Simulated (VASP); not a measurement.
Set up this calculation in VASP 6.6.1, as the native input.

```
Task                   : single point
Functional             : PBE
Dispersion             : D3(BJ)
Potentials or basis    : VASP PAW PBE potentials, release 64 (Se, Pt)
Cutoff                 : 520 eV
k mesh                 : 9 × 9 × 1
Occupations            : gaussian, width 0.05 eV
Spin                   : no spin polarisation
Dipole correction      : yes
Further INCAR settings : ALGO = Normal; EDIFF = 1e-06; NBANDS = 31
```

The structure of PtSe2 lies in POSCAR:

```
PtSe2
1.0
    3.7070357730      0.0000000000      0.0000000000
   -1.8535178865      3.2103871521      0.0000000000
    0.0000000000      0.0000000000     22.7981619012
Se Pt
4 2
Direct
    0.6666666667      0.3333333333      0.1973843339
    0.3333333333      0.6666666667      0.3135814625
    0.6666666667      1.3333333333      0.4763138799
    0.3333333333      1.6666666667      0.5925110086
    0.0000000000      0.0000000000      0.2554828982
    0.0000000000      1.0000000000      0.5344124442
```

This cell differs from its parent crystal: layers slid over each other.

These files were run (other wordings do the same):

INCAR

```
PREC     = Accurate       # precision mode
ENCUT    = 520            # plane-wave cutoff, eV
EDIFF    = 1E-6           # SCF threshold, eV
ISMEAR   = 0              # smearing method
SIGMA    = 0.05           # smearing width, eV
LREAL    = F              # projectors in reciprocal space
LASPH    = T              # aspherical terms in the spheres
NELM     = 60             # most SCF steps
ALGO     = Normal         # electronic algorithm
ISIF     = 2              # what is computed and relaxed
LWAVE    = F              # write WAVECAR
LCHARG   = F              # write CHGCAR
LDIPOL   = T            
IDIPOL   = 3            
DIPOL    = 0.5 0.5 0.395
GGA      = PE             # functional
IVDW     = 12             # dispersion correction
NBANDS   = 31             # bands
```

KPOINTS

```
regular mesh
0
Gamma
  9 9 1
```

Potentials or basis: VASP PAW PBE potentials, release 64 (Se, Pt).

Run with:

```sh
$ cat potpaw_PBE.64/Se/POTCAR potpaw_PBE.64/Pt/POTCAR > POTCAR
$ mpirun -np 1 vasp_std > vasp.out
```

It gave:

```json
{
  "Largest force": "0.081 eV/Å",
  "Band gap on the k mesh": "1.10 eV (least direct gap 1.27 eV)",
  "Dispersion energy per atom": "-0.338 eV"
}
```

Caveat: the cell differs from its parent crystal (layers slid over each other); spin-orbit coupling is left out, which moves the levels of the heavy elements.

It took 110 s on 1 thread of Intel(R) Xeon(R) Platinum 8488C (Sapphire Rapids) (shared host), peak memory 0.4 GiB.
